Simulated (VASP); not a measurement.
# Cu (I4/mmm) in VASP: further runs

Runs on Cu. Level: PBEsol. Tasks: single point.

Everything below comes from runs of VASP 6.6.1. Logs are shortened: lines on timing, memory, paths and dates and some standing lists are left out, and cuts for length are marked.

**1. The cell of the first run**

It takes space group I4/mmm (No. 139, tetragonal). The conventional cell has a = 2.595 Å, b = 2.595 Å, c = 3.507 Å, α = 90.00°, β = 90.00°, γ = 90.00°. Cu (site symmetry 4/mmm) has 12 Cu at 2.54 to 2.59 Å within 3.3 Å.

**2. Single point, PBEsol (strain +0.015 along x and y, -0.030 along z)**

File INCAR:

```
SYSTEM = Cu
ALGO = Normal ; EDIFF = 1E-6
ENCUT = 520 ; GGA = PS
ISIF = 2 ; ISMEAR = 0
LASPH = .True. ; LCHARG = .False.
LREAL = .False. ; LWAVE = .False.
NBANDS = 12 ; NELM = 60
PREC = Accurate ; SIGMA = 0.15
```

File KPOINTS:

```
k-points
0
Gamma
  22 22 22
  0 0 0
```

File POSCAR:

```
Cu
1.0
    0.0000000000      1.8346125000      1.7532750000
    1.8346125000      0.0000000000      1.7532750000
    1.8346125000      1.8346125000      0.0000000000
Cu
1
Direct
    0.0000000000      0.0000000000      0.0000000000
```

Potentials or basis: VASP PAW PBE potentials, release 64 (Cu).

On the command line:

```console
$ cat potpaw_PBE.64/Cu/POTCAR > POTCAR
$ mpirun -np 1 vasp_std > vasp.out
```

OUTCAR:

```text
SYSTEM = Cu
   EDIFF = 1E-6
   ENCUT = 520
   GGA = PS
   ISIF = 2
   ISMEAR = 0
   LASPH = .True.
   LREAL = .False.
   NELM = 60
   PREC = Accurate

 ion  position               nearest neighbor table
   1  0.000  0.000  0.000-

  LATTYP: Found a body centered tetragonal cell.
 ALAT       =     2.5945338792
 C/A-ratio  =     1.3515144389

  Lattice vectors:

 A1 = (   0.0000000000,  -1.8346125000,  -1.7532750000)
 A2 = (   0.0000000000,   1.8346125000,  -1.7532750000)
 A3 = (   1.8346125000,   0.0000000000,   1.7532750000)

Analysis of symmetry for initial positions (statically):
=====================================================================
 Subroutine PRICEL returns:
 Original cell was already a primitive cell.

 Routine SETGRP: Setting up the symmetry group for a
 body centered tetragonal supercell.

 Subroutine GETGRP returns: Found 16 space group operations
 (whereof 16 operations were pure point group operations)
 out of a pool of 16 trial point group operations.

The static configuration has the point symmetry D_4h.

Analysis of symmetry for dynamics (positions and initial velocities):
=====================================================================
 Subroutine PRICEL returns:
 Original cell was already a primitive cell.

 Routine SETGRP: Setting up the symmetry group for a
 body centered tetragonal supercell.

 Subroutine GETGRP returns: Found 16 space group operations
 (whereof 16 operations were pure point group operations)
 out of a pool of 16 trial point group operations.

The dynamic configuration has the point symmetry D_4h.

 Subroutine INISYM returns: Found 16 space group operations
 (whereof 16 operations are pure point group operations),
 and found     1 'primitive' translations

----------------------------------------------------------------------------------------

                                     Primitive cell

  volume of cell :      11.8024

  direct lattice vectors                    reciprocal lattice vectors
     0.000000000  1.834612500  1.753275000    -0.272537116  0.272537116  0.285180591
     1.834612500  0.000000000  1.753275000     0.272537116 -0.272537116  0.285180591
     1.834612500  1.834612500  0.000000000     0.272537116  0.272537116 -0.285180591

  length of vectors
[... 85 lines left out ...]
   NFREE  =      0    steps in history (QN), initial steepest desc. (CG)
   ISIF   =      2    stress and relaxation
   ISYM   =      2    0-nonsym 1-usesym 2-fastsym
   POTIM  = 0.5000    time-step for ionic-motion
   TEBEG  =    0.0;   TEEND  =   0.0 temperature during run
   PSTRESS=    0.0 pullay stress
   NELECT =      11.0000    total number of electrons
   NUPDOWN=      -1.0000    fix difference up-down
   EMIN   =  10.00;   EMAX   =-10.00  energy-range for DOS
   EFERMI =   0.00;   METHOD = LEGACY
   ISMEAR =     0;   SIGMA  =   0.15  broadening in eV -4-tet -1-fermi 0-gaus
   EFERMI_NEDOS =   21; number of points for ismear=-14 and -15
   IALGO  =     38    algorithm
   IMIX   =      4    mixing-type and parameters
     AMIX     =   0.40;   BMIX     =  1.00
     AMIX_MAG =   1.60;   BMIX_MAG =  1.00
  volume/ion in A,a.u.               =      11.80        79.65
  Fermi-wavevector in a.u.,A,eV,Ry     =   1.599126  3.021911 34.792893  2.557206
  Thomas-Fermi vector in A             =   2.696468
   LORBIT       =      0    0 simple, 1 ext, 2 COOP (PROOUT), +10 PAW based schemes
   GGA     = PS    functional components
   LHFCALC =     F    Hartree Fock is set to
   AEXX    =    0.0000 exact exchange contribution
   IVDW    =     0    specifies the selected vdW correction
   LEPSILON=     F    determine dielectric tensor
   LRPA    =     F    only Hartree local field effects (RPA)
 non-spin polarized calculation
 Gauss-broadening in eV      SIGMA  =   0.15
  energy-cutoff  :      520.00
  volume of cell :       11.80
 maximum number of plane-waves:       330
   NGX =  9   NGY =  9   NGZ =  9

 number of electron      11.0000005 magnetization

 Free energy of the ion-electron system (eV)
  ---------------------------------------------------
  ext. energy  EPLUGINS =         0.00000000
  ---------------------------------------------------
  free energy    TOTEN  =        -4.30063119 eV

  energy without entropy =       -4.29780078  energy(sigma->0) =       -4.29921598

 E-fermi :   7.3988     XC(G=0): -12.9116

 val. band max:        7.3983437742   @ k =   0.4545  -0.0000   0.3636
 cond. band min:       7.4046870781   @ k =   0.5000   0.2727   0.1364
 fundamental gap:      0.0063433039
 Fermi energy:         7.3987974575

 k-point     1 :       0.0000    0.0000    0.0000
  band No.  band energies     occupation
      1      -1.9848      2.00000
      2       4.3142      2.00000
      3       4.3142      2.00000
      4       4.5256      2.00000
      5       5.1008      2.00000
      6       5.3139      2.00000
      7      30.0367      0.00000
      8      32.5758      0.00000
      9      32.5758      0.00000
     10      32.7635      0.00000
     11      35.0402      0.00000
     12      35.1651      0.00000
[... 331 lines left out ...]
 k-point    24 :      -0.4545    0.0455    0.0000
  band No.  band energies     occupation
      1       2.3353      2.00000
      2       4.2669      2.00000
      3       4.4377      2.00000
      4       5.4291      2.00000
      5       5.7942      2.00000
      6       6.5626      2.00000
      7      11.4717      0.00000
      8      28.0208      0.00000
      9      28.4625      0.00000
     10      29.1486      0.00000
     11      32.2862      0.00000
     12      34.0079      0.00000

 [... further k-points ...]

------------------------ aborting loop because EDIFF is reached ----------------------------------------

  FORCE on cell =-STRESS in cart. coord.  units (eV):
  Direction    XX          YY          ZZ          XY          YZ          ZX
  --------------------------------------------------------------------------------------
  -------------------------------------------------------------------------------------
  Total       -0.4705402     -0.4705402     -0.3053037      0.0000000      0.0000000      0.0000000
  in kB      -63.8761341    -63.8761341    -41.4451725      0.0000000      0.0000000      0.0000000
  external PRESSURE =     -56.3991469 kB  Pullay stress =       0.0000000 kB

 VOLUME and BASIS-vectors are now :
 -----------------------------------------------------------------------------
  energy-cutoff  :      520.00
  volume of cell :       11.80
      direct lattice vectors                 reciprocal lattice vectors
     0.000000000  1.834612500  1.753275000    -0.272537116  0.272537116  0.285180591
     1.834612500  0.000000000  1.753275000     0.272537116 -0.272537116  0.285180591
     1.834612500  1.834612500  0.000000000     0.272537116  0.272537116 -0.285180591

 POSITION                                       TOTAL-FORCE (eV/Angst)
 -----------------------------------------------------------------------------------
      0.00000      0.00000      0.00000         0.000000     -0.000000      0.000000
 -----------------------------------------------------------------------------------
    total drift:                                0.000000      0.000000      0.000000

  FREE ENERGIE OF THE ION-ELECTRON SYSTEM (eV)
  ---------------------------------------------------
  free  energy   TOTEN  =        -4.3006311905 eV

  energy  without entropy=       -4.2978007772  energy(sigma->0) =       -4.29921598
```

stdout:

```text
POSCAR found type information on POSCAR Cu
 POSCAR found :  1 types and       1 ions
 scaLAPACK will be used
 -----------------------------------------------------------------------------
|                                                                             |
|                                                                             |
|     You enforced a specific xc type in the INCAR file but a different       |
|     I HOPE YOU KNOW WHAT YOU ARE DOING!                                     |
|                                                                             |
 -----------------------------------------------------------------------------

 LDA part: xc-table for (Slater+PW92), standard interpolation
 POSCAR, INCAR and KPOINTS ok, starting setup
 FFT: planning ... GRIDC
 FFT: planning ... GRID_SOFT
 FFT: planning ... GRID
 WAVECAR not read
 entering main loop
```

Run time: 40 s. Hardware: 1 thread of Intel Xeon 6975P-C (Granite Rapids), shared host; peak memory 0.22 GiB.

Results:

- Free energy: -4.3006 eV
- Pressure: -5.6 GPa

Caveat: the cell differs from its parent crystal (strain +0.015 along x and y, -0.030 along z); the PAW data sets were made with another functional, which shifts forces and pressure a little.

**3. Single point, PBEsol (strain +0.000 along x and y, +0.015 along z)**

File INCAR:

```
  PREC = Accurate
  ENCUT = 520
  EDIFF = 1E-6
  ISMEAR = 0
  SIGMA = 0.15
  LREAL = False
  LASPH = True
  NELM = 60
  ALGO = Fast
  ISIF = 2
  LWAVE = False
  LCHARG = True
  GGA = PS
  LELF = True
  LVHAR = True
  NBANDS = 12
```

File KPOINTS:

```
Automatic mesh
0
Gamma
  22 22 22
```

File POSCAR:

```
Cu
1.0
    0.0000000000      1.8075000000      1.8346125000
    1.8075000000      0.0000000000      1.8346125000
    1.8075000000      1.8075000000      0.0000000000
Cu
1
Direct
    0.0000000000      0.0000000000      0.0000000000
```

Potentials or basis: VASP PAW PBE potentials, release 64 (Cu).

On the command line:

```console
$ cat potpaw_PBE.64/Cu/POTCAR > POTCAR
$ mpirun -np 1 vasp_std > vasp.out
```

It took 57 s on 1 thread of Intel Xeon 6975P-C (Granite Rapids), shared host; peak memory 0.23 GiB.

It converged, with:

```
Free energy : -4.2953 eV
Pressure    : -7.7 GPa
```

Stress tensor (GPa, compression positive):
```
-7.43  0.00  0.00
 0.00 -7.43  0.00
 0.00  0.00 -8.29
```

Levels at points of the mesh, in eV from the Fermi level:
```
           k point  band 2  band 3  band 4  band 5  band 6  band 7  band 8  band 9  band 10  band 11
(0.00, 0.00, 0.00)   -3.01   -2.94   -2.94   -2.19   -2.12   22.48   24.95   25.00    25.00    27.44
(0.50, 0.00, 0.00)   -3.03   -2.96   -1.61   -1.58   -0.98    3.68   20.85   21.69    22.05    24.63
(0.50, 0.50, 0.00)   -4.33   -1.61   -1.46   -1.46    1.28    6.75   13.17   13.17    17.61    20.23
(0.50, 0.00, 0.50)   -4.33   -1.61   -1.48   -1.43    1.59    7.14   12.80   12.84    17.32    19.90
```

Caveat: the cell differs from its parent crystal (strain +0.000 along x and y, +0.015 along z); the PAW data sets were made with another functional, which shifts forces and pressure a little.
